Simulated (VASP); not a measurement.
HgPd, 2 atoms in the cell. The structure is orthorhombic, space group Pmmm (No. 47). Conventional cell: a = 2.985 Å, b = 3.030 Å, c = 3.692 Å, α = 90.00°, β = 90.00°, γ = 90.00°. Within 3.7 Å of Hg (site symmetry mmm) lie 8 Pd at 2.82 Å and 6 Hg at 2.98 to 3.69 Å. Pd (site symmetry mmm) has 8 Hg at 2.82 Å and 6 Pd at 2.98 to 3.69 Å within 3.7 Å.  This cell differs from its parent crystal: strain -0.0150 x Voigt [0, 1, 0, 0, 0, 0].

```yaml
Program: VASP 6.6.1
Task: single point
Functional: PBEsol
Potentials_or_basis: VASP PAW PBE potentials, release 64 (Hg, Pd)
Cutoff: 520 eV
k_mesh: 16 × 16 × 14
Occupations: gaussian, width 0.15 eV
Spin: no spin polarisation
Dipole_correction: no
Further_INCAR_settings: ALGO = Fast; EDIFF = 1e-07; NBANDS = 18
```

Potentials or basis: VASP PAW PBE potentials, release 64 (Hg, Pd).

Launch:

```console
$ cat potpaw_PBE.64/Hg/POTCAR potpaw_PBE.64/Pd/POTCAR > POTCAR
$ mpirun -np 1 vasp_std > vasp.out
```

Hardware: 1 thread of Oxide Virtual Turin-like Processor (shared host).

Estimate the wall time of this run.

Wall time 9.1 min on 1 thread of Oxide Virtual Turin-like Processor (shared host), peak memory 0.45 GiB. Counts: scf iterations 14, k points 648.
